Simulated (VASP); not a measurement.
Input of a VASP 6.6.1 run:

The input POSCAR:

```
In
1.0
    0.0000000000      2.3602285829      2.3602285829
    2.3602285829      0.0000000000      2.3602285829
    2.3602285829      2.3602285829      0.0000000000
In
1
Direct
    0.0000000000      0.0000000000      0.0000000000
```

The input INCAR.step1:

```
ALGO     = Normal         # electronic algorithm
EDIFF    = 1E-5           # SCF threshold, eV
ENCUT    = 550            # plane-wave cutoff, eV
GGA      = PE             # functional
GGA_COMPAT= F            
ISMEAR   = 0              # smearing method
LASPH    = T              # aspherical terms in the spheres
LCHARG   = F              # write CHGCAR
LREAL    = F              # projectors in reciprocal space
LWAVE    = T              # write WAVECAR
NBANDS   = 12             # bands
NELM     = 120            # most SCF steps
PREC     = Accurate       # precision mode
SIGMA    = 0.05           # smearing width, eV
```

INCAR.step2

```
ALGO     = Normal         # electronic algorithm
EDIFF    = 1E-6           # SCF threshold, eV
ENCUT    = 550            # plane-wave cutoff, eV
GGA_COMPAT= F            
ISIF     = 2              # what is computed and relaxed
ISMEAR   = 0              # smearing method
ISTART   = 1            
LASPH    = T              # aspherical terms in the spheres
LCHARG   = F              # write CHGCAR
LMIXTAU  = T            
LREAL    = F              # projectors in reciprocal space
LWAVE    = F              # write WAVECAR
METAGGA  = R2SCAN         # meta-GGA
NBANDS   = 12             # bands
NELM     = 120            # most SCF steps
PREC     = Accurate       # precision mode
SIGMA    = 0.05           # smearing width, eV
```

KPOINTS

```
k-points
0
Gamma
  16 16 16
```

Potentials or basis: VASP PAW PBE potentials, release 64 (In_d).

Launch:

```bash
$ cat potpaw_PBE.64/In_d/POTCAR > POTCAR
$ cp INCAR.step1 INCAR
$ mpirun -np 1 vasp_std > vasp.out
$ cp INCAR.step2 INCAR
$ mpirun -np 1 vasp_std > vasp.out
```

(1) Predict the band gap on the k mesh.

(2) What does it give for the pressure?

## Answers

(1) zero (an odd number of electrons rules out a gap without spin polarisation).

(2) 0.1 GPa.

Caveat: the PAW data sets were made with another functional, which shifts forces and pressure a little; spin-orbit coupling is left out, which moves the levels of the heavy elements.
